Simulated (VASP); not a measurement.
Pt: single point with r2SCAN

Pt:

```xyz
1
Lattice="-1.5842 1.5842 1.6159 1.5842 -1.5842 1.6159 1.5842 1.5842 -1.6159" Properties=species:S:1:pos:R:3 pbc="T T T"
Pt    0.0000    0.0000    0.0000
```

This cell differs from its parent crystal: strain +0.0200 x Voigt [0, 0, 1, 0, 0, 0].

| Item | Value |
| --- | --- |
| Program | VASP 6.6.1 |
| Task | single point |
| Functional | r2SCAN |
| Potentials or basis | VASP PAW PBE potentials, release 64 (Pt) |
| Cutoff | 520 eV |
| k mesh | 22 × 22 × 22 |
| Occupations | gaussian, width 0.15 eV |
| Spin | no spin polarisation |

```json
{
  "Pressure": "-10.2 GPa",
  "Band gap on the k mesh": "zero (bands 5 and 6 overlap by 2.24 eV)"
}
```

Stress tensor (GPa, compression positive):
```
-10.75   0.00   0.00
  0.00 -10.75   0.00
  0.00   0.00  -9.19
```

Levels at points of the mesh, in eV from the Fermi level:
```
           k point  band 3  band 4  band 5  band 6  band 7  band 8
(0.00, 0.00, 0.00)   -3.50   -3.34   -1.15   -0.96   17.85   18.24
(0.50, 0.00, 0.00)   -1.31   -0.77    0.52    1.04    6.34   14.16
(0.50, 0.50, 0.00)   -1.08   -0.69    0.64    1.08    6.52   13.92
(0.50, 0.50, 0.50)    0.50    0.56    0.56    7.65    8.27    8.27
```

It took 4.5 min on 1 thread of Intel(R) Xeon(R) Platinum 8488C (Sapphire Rapids), on a shared host, peak memory 0.27 GiB.

Caveat: the cell differs from its parent crystal (strain +0.0200 x Voigt [0, 0, 1, 0, 0, 0]); the cell stands under tension; the PAW data sets were made with another functional, which shifts forces and pressure a little; spin-orbit coupling is left out, which moves the levels of the heavy elements.
